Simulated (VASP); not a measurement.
ZrB:

```
Zr B
1.0
     0.00000    2.32500    2.32500
     2.32500    0.00000    2.32500
     2.32500    2.32500    0.00000
Zr B
1 1
Cartesian
  0.0000 0.0000 0.0000
  2.3250 2.3250 2.3250
```

| Property | Result |
| --- | --- |
| Program | VASP 6.6.1 |
| Task | relaxation of cell and atoms |
| Functional | PBE |
| Dispersion | D3(BJ) |
| Potentials or basis | VASP PAW PBE potentials, release 64 (Zr_sv, B) |
| Cutoff | 600 eV |
| k mesh | 10 × 10 × 10 |
| Occupations | fermi-dirac, width 0.05 eV |
| Spin | no spin polarisation |

At the start: pressure 28.8 GPa; volume 12.57 Å³/atom.

Q: How do energy, volume and symmetry change on relaxing?

A: Over 17 steps the energy falls by 144.0 meV/atom and the volume is 14.35 Å³/atom (+14.2 %); space group Fm-3m (No. 225, to 0.05 Å).

Step by step:
| step | energy change (eV) | largest force (eV/Å) | pressure (GPa) | volume (Å³) |
| --- | --- | --- | --- | --- |
| 1 | 0.0000 | 0.0000 | 28.78 | 25.14 |
| 2 | 0.1316 | 0.0000 | -20.87 | 34.28 |
| 3 | -0.2876 | 0.0000 | -0.86 | 28.86 |
| 4 | -0.2880 | 0.0000 | -0.11 | 28.73 |
| 5 | -0.2880 | 0.0000 | 0.32 | 28.65 |
| 6 | -0.2880 | 0.0000 | 0.34 | 28.66 |
| 7 | -0.2880 | 0.0000 | 0.31 | 28.66 |
| 8 | -0.2880 | 0.0000 | 0.30 | 28.66 |
| 9 | -0.2880 | 0.0000 | 0.29 | 28.66 |
| 10 | -0.2880 | 0.0000 | 0.29 | 28.66 |
| 11 | -0.2880 | 0.0000 | 0.29 | 28.66 |
| 12 | -0.2880 | 0.0000 | 0.29 | 28.66 |
| 13 | -0.2880 | 0.0000 | 0.30 | 28.66 |
| 14 | -0.2880 | 0.0000 | 0.30 | 28.67 |
| 15 | -0.2880 | 0.0000 | 0.25 | 28.67 |
| 16 | -0.2880 | 0.0000 | 0.20 | 28.68 |
| 17 | -0.2880 | 0.0000 | 0.10 | 28.70 |

Final structure:
```yaml
crystal:
  lattice:
    - [0.00000, 2.43012, 2.43012]
    - [2.43012, 0.00000, 2.43012]
    - [2.43012, 2.43012, 0.00000]
  atoms:
    - { symbol: Zr, position: [0.00000, 0.00000, 0.00000] }
    - { symbol: B, position: [0.50000, 0.50000, 0.50000] }
```

Caveat: the volume moved by +14 % from the deposited cell, more than functionals usually miss; pairwise dispersion overbinds metals, which lowers pressure and volume.
